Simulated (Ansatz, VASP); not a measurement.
## ZnCu: VASP beside Ansatz

```xyz
2
Lattice="3.0293 0.0000 0.0000 0.0000 3.0293 0.0000 0.0000 0.0000 2.9409" Properties=species:S:1:pos:R:3 pbc="T T T"
Zn    1.5146    1.5146    1.4705
Cu    0.0000    0.0000    0.0000
```

Alike in both runs: task single point; functional PBE; k mesh 12 × 12 × 12; occupations gaussian, width 0.1 eV; no spin polarisation.

```csv
,VASP,Ansatz
version,VASP 6.6.1,Ansatz 0.2.0
potentials or method,"VASP PAW PBE potentials, release 64 (Zn, Cu_sv_GW), cutoff 700 eV","scalar-relativistic, plane waves, PAW"
valence electrons in the cell,31,31
```

```csv
,VASP,Ansatz,Ansatz less VASP
gap on the k mesh at the Fermi level (eV),none,none,-
pressure (GPa),-5.6,-3.7,+1.94
"traceless stress, the component that is largest in VASP (GPa)",0.20,0.19,-0.005
```

A gap of «none» marks a metal or a gap that the smearing closes.
